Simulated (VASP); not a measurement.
# Si (P6_3/mmc) in VASP: further runs

The runs below take Si through single point, with PBE.

All numbers are computed with VASP 6.6.1; they aren't measurements. Logs are shortened: lines on timing, memory, paths and dates and some standing lists are left out, and cuts for length are marked.

## Step 1: The cell of the first run

It takes space group P6_3/mmc (No. 194, hexagonal). Conventional cell: a = 3.832 Å, b = 3.832 Å, c = 6.214 Å, α = 90.00°, β = 90.00°, γ = 120.00°. Si (site symmetry 3m) has 4 Si at 2.34 Å within 3.1 Å.

This isn't the form of Si at room conditions, which is diamond.

## Step 2: Single point, PBE (uniaxial z strain -2.0%)

INCAR

```
PREC     = Accurate       # precision mode
ENCUT    = 520            # plane-wave cutoff, eV
EDIFF    = 1E-7           # SCF threshold, eV
ISMEAR   = 0              # smearing method
SIGMA    = 0.01           # smearing width, eV
LREAL    = F              # projectors in reciprocal space
LASPH    = T              # aspherical terms in the spheres
NELM     = 100            # most SCF steps
ALGO     = Normal         # electronic algorithm
ISIF     = 2              # what is computed and relaxed
LWAVE    = F              # write WAVECAR
LCHARG   = F              # write CHGCAR
GGA      = PE             # functional
NBANDS   = 16             # bands
```

KPOINTS

```
regular mesh
0
Gamma
  6 6 2
```

POSCAR

```
Si
1.0
    3.8321295590      0.0000000000      0.0000000000
   -1.9160647795      3.3187215487      0.0000000000
    0.0000000000      0.0000000000      6.2143925232
Si
4
Direct
    0.3333333333      0.6666666667     -0.0007260863
    0.6666666667      0.3333333333      0.4992739137
    0.3333333333      0.6666666667      0.3757260863
    0.6666666667      0.3333333333      0.8757260863
```

Potentials or basis: VASP PAW PBE potentials, release 64 (Si).

The run is started by

```bash
$ cat potpaw_PBE.64/Si/POTCAR > POTCAR
$ mpirun -np 1 vasp_std > vasp.out
```

OUTCAR:

```text
PREC = Accurate
   ENCUT = 520
   EDIFF = 1E-7
   ISMEAR = 0
   LREAL = F
   LASPH = T
   NELM = 100
   ISIF = 2
   GGA = PE

 ion  position               nearest neighbor table
   1  0.333  0.667  0.999-   3 2.34   4 2.34   4 2.34   4 2.34
   2  0.667  0.333  0.499-   4 2.34   3 2.34   3 2.34   3 2.34
   3  0.333  0.667  0.376-   1 2.34   2 2.34   2 2.34   2 2.34
   4  0.667  0.333  0.876-   2 2.34   1 2.34   1 2.34   1 2.34

  LATTYP: Found a hexagonal cell.
 ALAT       =     3.8321295590
 C/A-ratio  =     1.6216551209

  Lattice vectors:

 A1 = (   3.8321295590,   0.0000000000,   0.0000000000)
 A2 = (  -1.9160647795,   3.3187215487,   0.0000000000)
 A3 = (   0.0000000000,   0.0000000000,   6.2143925232)

Analysis of symmetry for initial positions (statically):
=====================================================================
 Subroutine PRICEL returns:
 Original cell was already a primitive cell.

 Routine SETGRP: Setting up the symmetry group for a
 hexagonal supercell.

 Subroutine GETGRP returns: Found 24 space group operations
 (whereof  6 operations were pure point group operations)
 out of a pool of 24 trial point group operations.

The static configuration has the point symmetry C_3v.
 The point group associated with its full space group is D_6h.

Analysis of symmetry for dynamics (positions and initial velocities):
=====================================================================
 Subroutine PRICEL returns:
 Original cell was already a primitive cell.

 Routine SETGRP: Setting up the symmetry group for a
 hexagonal supercell.

 Subroutine GETGRP returns: Found 24 space group operations
 (whereof  6 operations were pure point group operations)
 out of a pool of 24 trial point group operations.

The dynamic configuration has the point symmetry C_3v.
 The point group associated with its full space group is D_6h.

 Subroutine INISYM returns: Found 24 space group operations
 (whereof  6 operations are pure point group operations),
 and found     1 'primitive' translations

----------------------------------------------------------------------------------------

[... 82 lines left out ...]
   LASPH  =      T    aspherical Exc in radial PAW
   ENCUT  =  520.0 eV  38.22 Ry    6.18 a.u.   7.13  7.13 11.55*2*pi/ulx,y,z
   NELM   =    100;   NELMIN=  2; NELMDL= -5     # of ELM steps
   EDIFF  = 0.1E-06   stopping-criterion for ELM
   LREAL  =      F    real-space projection
   EDIFFG = 0.1E-05   stopping-criterion for IOM
   NSW    =      0    number of steps for IOM
   IBRION =     -1    ionic relax: 0-MD 1-quasi-New 2-CG
   NFREE  =      0    steps in history (QN), initial steepest desc. (CG)
   ISIF   =      2    stress and relaxation
   ISYM   =      2    0-nonsym 1-usesym 2-fastsym
   POTIM  = 0.5000    time-step for ionic-motion
   TEBEG  =    0.0;   TEEND  =   0.0 temperature during run
   PSTRESS=    0.0 pullay stress
   NELECT =      16.0000    total number of electrons
   NUPDOWN=      -1.0000    fix difference up-down
   EMIN   =  10.00;   EMAX   =-10.00  energy-range for DOS
   EFERMI =   0.00;   METHOD = LEGACY
   ISMEAR =     0;   SIGMA  =   0.01  broadening in eV -4-tet -1-fermi 0-gaus
   EFERMI_NEDOS =   21; number of points for ismear=-14 and -15
   IALGO  =     38    algorithm
   IMIX   =      4    mixing-type and parameters
     AMIX     =   0.40;   BMIX     =  1.00
     AMIX_MAG =   1.60;   BMIX_MAG =  1.00
  volume/ion in A,a.u.               =      19.76       133.34
  Fermi-wavevector in a.u.,A,eV,Ry     =   0.961269  1.816535 12.572301  0.924038
  Thomas-Fermi vector in A             =   2.090626
   LORBIT       =      0    0 simple, 1 ext, 2 COOP (PROOUT), +10 PAW based schemes
   GGA     = PE    functional components
   LHFCALC =     F    Hartree Fock is set to
   AEXX    =    0.0000 exact exchange contribution
   IVDW    =     0    specifies the selected vdW correction
   LEPSILON=     F    determine dielectric tensor
   LRPA    =     F    only Hartree local field effects (RPA)
 non-spin polarized calculation
 Gauss-broadening in eV      SIGMA  =   0.01
  energy-cutoff  :      520.00
  volume of cell :       79.03
 maximum number of plane-waves:      2156
 NGX is ok and might be reduce to    30
   NGX = 15   NGY = 15   NGZ = 23

 number of electron      16.0000000 magnetization

 Free energy of the ion-electron system (eV)
  ---------------------------------------------------
  ext. energy  EPLUGINS =         0.00000000
  ---------------------------------------------------
  free energy    TOTEN  =       -21.61226696 eV

  energy without entropy =      -21.61226696  energy(sigma->0) =      -21.61226696

 E-fermi :   6.2657     XC(G=0):  -9.4520

 val. band max:        6.1925921840   @ k =   0.0000   0.0000   0.0000
 cond. band min:       6.5056128512   @ k =   0.5000  -0.0000   0.0000
 fundamental gap:      0.3130206672
 Fermi energy:         6.2656578060

 k-point     1 :       0.0000    0.0000    0.0000
  band No.  band energies     occupation
      1      -6.1022      2.00000
      2      -3.6656      2.00000
      3      -1.0545      2.00000
      4       4.5653      2.00000
      5       4.5653      2.00000
      6       5.9723      2.00000
[... 243 lines left out ...]
      3      -1.2736      2.00000
      4      -1.2736      2.00000
      5       1.6633      2.00000
      6       1.6633      2.00000
[... 8 lines left out ...]
     15      12.4258      0.00000
     16      12.4258      0.00000

------------------------ aborting loop because EDIFF is reached ----------------------------------------

  FORCE on cell =-STRESS in cart. coord.  units (eV):
  Direction    XX          YY          ZZ          XY          YZ          ZX
  --------------------------------------------------------------------------------------
  -------------------------------------------------------------------------------------
  Total        1.0409197      1.0409197      2.8324722      0.0000000      0.0000000      0.0000000
  in kB       21.1017327     21.1017327     57.4204454      0.0000000      0.0000000      0.0000000
  external PRESSURE =      33.2079702 kB  Pullay stress =       0.0000000 kB

 VOLUME and BASIS-vectors are now :
 -----------------------------------------------------------------------------
  energy-cutoff  :      520.00
  volume of cell :       79.03
      direct lattice vectors                 reciprocal lattice vectors
     3.832129559  0.000000000  0.000000000     0.260951511  0.150660425  0.000000000
    -1.916064780  3.318721549  0.000000000     0.000000000  0.301320851  0.000000000
     0.000000000  0.000000000  6.214392523     0.000000000  0.000000000  0.160916774

 POSITION                                       TOTAL-FORCE (eV/Angst)
 -----------------------------------------------------------------------------------
     -0.00000      2.21248      6.20988         0.000000     -0.000000     -0.069534
      1.91606      1.10624      3.10268        -0.000000      0.000000     -0.069534
     -0.00000      2.21248      2.33491         0.000000     -0.000000      0.069534
      1.91606      1.10624      5.44211        -0.000000      0.000000      0.069534
 -----------------------------------------------------------------------------------
    total drift:                               -0.000000      0.000000     -0.000000

  FREE ENERGIE OF THE ION-ELECTRON SYSTEM (eV)
  ---------------------------------------------------
  free  energy   TOTEN  =       -21.6122669632 eV

  energy  without entropy=      -21.6122669632  energy(sigma->0) =      -21.61226696
```

Wall time 10 s (1 thread of AMD EPYC 9R45 (Zen 5), shared host); peak memory 0.15 GiB.

What came out:

```yaml
Free_energy: -21.6123 eV
Pressure: 3.3 GPa
Largest_force: 0.070 eV/Å
Band_gap_on_the_k_mesh: 0.31 eV (least direct gap 0.88 eV)
```

Forces in eV/Å, atoms in the order of the input:
```
Si   0.000  0.000 -0.070
Si   0.000  0.000 -0.070
Si   0.000  0.000  0.070
Si   0.000  0.000  0.070
```

Levels at points of the mesh, in eV from the valence-band top:
```
           k point  band 6  band 7  band 8  band 9  band 10  band 11
(0.00, 0.00, 0.00)   -0.22    0.00    0.00    0.88     1.93     1.93
(0.50, 0.00, 0.00)   -3.16   -3.01   -1.43    0.31     2.41     3.10
(0.00, 0.00, 0.50)   -1.00   -1.00   -1.00    1.72     1.72     2.95
(0.50, 0.00, 0.50)   -2.48   -2.37   -2.37    0.96     0.96     1.71
```

Caveat: the k points lie up to 0.51 Å⁻¹ apart; the cell differs from its parent crystal (uniaxial z strain -2.0%). A k mesh can miss the band edges.

## Step 3: Single point, PBE (uniaxial z strain -1.0%)

INCAR

```
SYSTEM = Si
  ALGO = Normal
  EDIFF = 1E-7
  ENCUT = 520
  GGA = PE
  ISIF = 2
  ISMEAR = 0
  LASPH = .True.
  LCHARG = .False.
  LREAL = .False.
  LWAVE = .False.
  NBANDS = 16
  NELM = 80
  PREC = Accurate
  SIGMA = 0.01
```

KPOINTS

```
k-points
0
Gamma
  6 6 2
  0 0 0
```

POSCAR

```
Si
1.0
    3.8321295590      0.0000000000      0.0000000000
   -1.9160647795      3.3187215487      0.0000000000
    0.0000000000      0.0000000000      6.2778046918
Si
4
Direct
    0.3333333333      0.6666666667     -0.0000494591
    0.6666666667      0.3333333333      0.4999505409
    0.3333333333      0.6666666667      0.3750494591
    0.6666666667      0.3333333333      0.8750494591
```

Potentials or basis: VASP PAW PBE potentials, release 64 (Si).

The run is started by

```bash
$ cat potpaw_PBE.64/Si/POTCAR > POTCAR
$ mpirun -np 1 vasp_std > vasp.out
```

OUTCAR:

```text
SYSTEM = Si
   EDIFF = 1E-7
   ENCUT = 520
   GGA = PE
   ISIF = 2
   ISMEAR = 0
   LASPH = .True.
   LREAL = .False.
   NELM = 80
   PREC = Accurate

 ion  position               nearest neighbor table
   1  0.333  0.667  1.000-   4 2.35   4 2.35   4 2.35   3 2.35
   2  0.667  0.333  0.500-   3 2.35   3 2.35   3 2.35   4 2.35
   3  0.333  0.667  0.375-   2 2.35   2 2.35   2 2.35   1 2.35
   4  0.667  0.333  0.875-   1 2.35   1 2.35   1 2.35   2 2.35

  LATTYP: Found a hexagonal cell.
 ALAT       =     3.8321295590
 C/A-ratio  =     1.6382026221

  Lattice vectors:

 A1 = (   3.8321295590,   0.0000000000,   0.0000000000)
 A2 = (  -1.9160647795,   3.3187215487,   0.0000000000)
 A3 = (   0.0000000000,   0.0000000000,   6.2778046918)

Analysis of symmetry for initial positions (statically):
=====================================================================
 Subroutine PRICEL returns:
 Original cell was already a primitive cell.

 Routine SETGRP: Setting up the symmetry group for a
 hexagonal supercell.

 Subroutine GETGRP returns: Found 24 space group operations
 (whereof  6 operations were pure point group operations)
 out of a pool of 24 trial point group operations.

The static configuration has the point symmetry C_3v.
 The point group associated with its full space group is D_6h.

Analysis of symmetry for dynamics (positions and initial velocities):
=====================================================================
 Subroutine PRICEL returns:
 Original cell was already a primitive cell.

 Routine SETGRP: Setting up the symmetry group for a
 hexagonal supercell.

[... 113 lines left out ...]
   ISMEAR =     0;   SIGMA  =   0.01  broadening in eV -4-tet -1-fermi 0-gaus
   EFERMI_NEDOS =   21; number of points for ismear=-14 and -15
   IALGO  =     38    algorithm
   IMIX   =      4    mixing-type and parameters
     AMIX     =   0.40;   BMIX     =  1.00
     AMIX_MAG =   1.60;   BMIX_MAG =  1.00
  volume/ion in A,a.u.               =      19.96       134.70
  Fermi-wavevector in a.u.,A,eV,Ry     =   0.958021  1.810398 12.487496  0.917805
  Thomas-Fermi vector in A             =   2.087092
   LORBIT       =      0    0 simple, 1 ext, 2 COOP (PROOUT), +10 PAW based schemes
   GGA     = PE    functional components
   LHFCALC =     F    Hartree Fock is set to
   AEXX    =    0.0000 exact exchange contribution
   IVDW    =     0    specifies the selected vdW correction
   LEPSILON=     F    determine dielectric tensor
   LRPA    =     F    only Hartree local field effects (RPA)
 non-spin polarized calculation
 Gauss-broadening in eV      SIGMA  =   0.01
  energy-cutoff  :      520.00
  volume of cell :       79.84
 maximum number of plane-waves:      2180
 NGX is ok and might be reduce to    30
   NGX = 15   NGY = 15   NGZ = 23

 number of electron      16.0000000 magnetization

 Free energy of the ion-electron system (eV)
  ---------------------------------------------------
  ext. energy  EPLUGINS =         0.00000000
  ---------------------------------------------------
  free energy    TOTEN  =       -21.63399936 eV

  energy without entropy =      -21.63399936  energy(sigma->0) =      -21.63399936

 E-fermi :   6.1832     XC(G=0):  -9.4133

 val. band max:        6.1035571498   @ k =   0.0000   0.0000   0.0000
 cond. band min:       6.4733440926   @ k =   0.5000   0.0000   0.0000
 fundamental gap:      0.3697869428
 Fermi energy:         6.1831620676

 k-point     1 :       0.0000    0.0000    0.0000
  band No.  band energies     occupation
      1      -6.1341      2.00000
      2      -3.7797      2.00000
      3      -1.1269      2.00000
      4       4.5355      2.00000
      5       4.5355      2.00000
      6       5.8102      2.00000
[... 243 lines left out ...]
      3      -1.3331      2.00000
      4      -1.3331      2.00000
      5       1.6053      2.00000
      6       1.6053      2.00000
[... 8 lines left out ...]
     15      12.3662      0.00000
     16      12.3662      0.00000

------------------------ aborting loop because EDIFF is reached ----------------------------------------

  FORCE on cell =-STRESS in cart. coord.  units (eV):
  Direction    XX          YY          ZZ          XY          YZ          ZX
  --------------------------------------------------------------------------------------
  -------------------------------------------------------------------------------------
  Total        0.8694736      0.8694736      1.6498161      0.0000000      0.0000000      0.0000000
  in kB       17.4481010     17.4481010     33.1075719      0.0000000      0.0000000      0.0000000
  external PRESSURE =      22.6679246 kB  Pullay stress =       0.0000000 kB

 VOLUME and BASIS-vectors are now :
 -----------------------------------------------------------------------------
  energy-cutoff  :      520.00
  volume of cell :       79.84
      direct lattice vectors                 reciprocal lattice vectors
     3.832129559  0.000000000  0.000000000     0.260951511  0.150660425  0.000000000
    -1.916064780  3.318721549  0.000000000     0.000000000  0.301320851  0.000000000
     0.000000000  0.000000000  6.277804692     0.000000000  0.000000000  0.159291352

 POSITION                                       TOTAL-FORCE (eV/Angst)
 -----------------------------------------------------------------------------------
     -0.00000      2.21248      6.27749         0.000000     -0.000000     -0.055005
      1.91606      1.10624      3.13859        -0.000000      0.000000     -0.055005
     -0.00000      2.21248      2.35449         0.000000     -0.000000      0.055005
      1.91606      1.10624      5.49339        -0.000000      0.000000      0.055005
 -----------------------------------------------------------------------------------
    total drift:                               -0.000000      0.000000     -0.000000

  FREE ENERGIE OF THE ION-ELECTRON SYSTEM (eV)
  ---------------------------------------------------
  free  energy   TOTEN  =       -21.6339993592 eV

  energy  without entropy=      -21.6339993592  energy(sigma->0) =      -21.63399936
```

OSZICAR:

```text
N       E                     dE             d eps       ncg     rms          rms(c)
DAV:   1     0.261150300493E+02    0.26115E+02   -0.60001E+03   448   0.815E+02
DAV:   2    -0.202144311722E+02   -0.46329E+02   -0.43073E+02   616   0.121E+02
DAV:   3    -0.219853904145E+02   -0.17710E+01   -0.17605E+01   600   0.223E+01
DAV:   4    -0.220062125629E+02   -0.20822E-01   -0.20818E-01   560   0.310E+00
DAV:   5    -0.220065847095E+02   -0.37215E-03   -0.37205E-03   608   0.388E-01    0.694E+00
DAV:   6    -0.217493553933E+02    0.25723E+00   -0.10295E-01   504   0.152E+00    0.424E+00
DAV:   7    -0.216309662978E+02    0.11839E+00   -0.21901E-01   528   0.231E+00    0.247E-01
DAV:   8    -0.216333389789E+02   -0.23727E-02   -0.15296E-02   544   0.614E-01    0.106E-01
DAV:   9    -0.216338811981E+02   -0.54222E-03   -0.66590E-04   536   0.148E-01    0.808E-02
DAV:  10    -0.216339973973E+02   -0.11620E-03   -0.13823E-04   520   0.588E-02    0.150E-02
DAV:  11    -0.216339979358E+02   -0.53849E-06   -0.30325E-06   584   0.987E-03    0.527E-03
DAV:  12    -0.216339995249E+02   -0.15891E-05   -0.21240E-06   512   0.770E-03    0.111E-03
DAV:  13    -0.216339993366E+02    0.18837E-06   -0.96977E-08   480   0.161E-03    0.704E-04
DAV:  14    -0.216339993592E+02   -0.22664E-07   -0.12227E-08   272   0.731E-04
   1 F= -.21633999E+02 E0= -.21633999E+02  d E =-.472196E-31
```

Run time: 9.8 s. Hardware: 1 thread of AMD EPYC 9R45 (Zen 5), shared host; peak memory 0.15 GiB.

Results:

| Quantity | Value |
| --- | --- |
| Free energy | -21.6340 eV |
| Pressure | 2.3 GPa |
| Largest force | 0.055 eV/Å |
| Band gap on the k mesh | 0.37 eV (least direct gap 0.96 eV) |

Forces on the atoms (eV/Å):
```
Si   0.000  0.000 -0.055
Si   0.000  0.000 -0.055
Si   0.000  0.000  0.055
Si   0.000  0.000  0.055
```

Levels at points of the mesh, in eV from the valence-band top:
```
           k point  band 6  band 7  band 8  band 9  band 10  band 11
(0.00, 0.00, 0.00)   -0.29    0.00    0.00    0.96     1.97     1.97
(0.50, 0.00, 0.00)   -3.10   -3.00   -1.43    0.37     2.38     3.05
(0.00, 0.00, 0.50)   -0.96   -0.96   -0.96    1.77     1.77     2.96
(0.50, 0.00, 0.50)   -2.45   -2.41   -2.41    0.94     0.94     1.68
```

Caveat: the k points lie up to 0.50 Å⁻¹ apart; the cell differs from its parent crystal (uniaxial z strain -1.0%). A k mesh can miss the band edges.

(Part 1 of 2 ends here.)
